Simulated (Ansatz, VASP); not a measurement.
## Two plane-wave programs on MnSi

```
Mn Si
1.0
     4.51733    0.00000    0.00000
     0.00000    4.51733    0.00000
     0.00000    0.00000    4.51733
Mn Si
4 4
Direct
  0.13647 0.13647 0.13647
  0.36353 0.86353 0.63647
  0.63647 0.36353 0.86353
  0.86353 0.63647 0.36353
  0.84539 0.84539 0.84539
  0.65461 0.15461 0.34539
  0.34539 0.65461 0.15461
  0.15461 0.34539 0.65461
```

Alike in both runs: functional PBE; k mesh 8 × 8 × 8; occupations gaussian, width 0.1 eV; collinear spin.

Ansatz relaxed the structure, and its values are those at the end. VASP's run is a single point on that final structure, the one shown.

|  | VASP | Ansatz |
| --- | --- | --- |
| version | VASP 6.6.1 | Ansatz 0.2.0 |
| potentials or method | VASP PAW PBE potentials, release 64 (Mn_pv, Si), cutoff 520 eV | scalar-relativistic, plane waves, PAW |
| valence electrons in the cell | 68 | 76 |

|  | VASP | Ansatz | Ansatz less VASP |
| --- | --- | --- | --- |
| gap on the k mesh at the Fermi level (eV) | none | none | - |
| pressure (GPa) | 0.0 | 0.0 | +0.03 |
| rms of the force components (eV/Å) | 0.012 | 0.011 | -0.0008 |
| net moment per atom (μB) | 0.49 | 0.49 | 0.000 |
| size of the moment on the site where the two differ most (μB) | 1.04 | 0.99 | -0.051 |

Site moments also hang on the region over which each program counts them. A gap of «none» marks a metal or a gap that the smearing closes. With one functional, cell and mesh, what is left measures potentials, basis and numerics. VASP's potentials hold 68 valence electrons a cell and Ansatz's 76, so a difference there can come from the potentials and not from the codes.
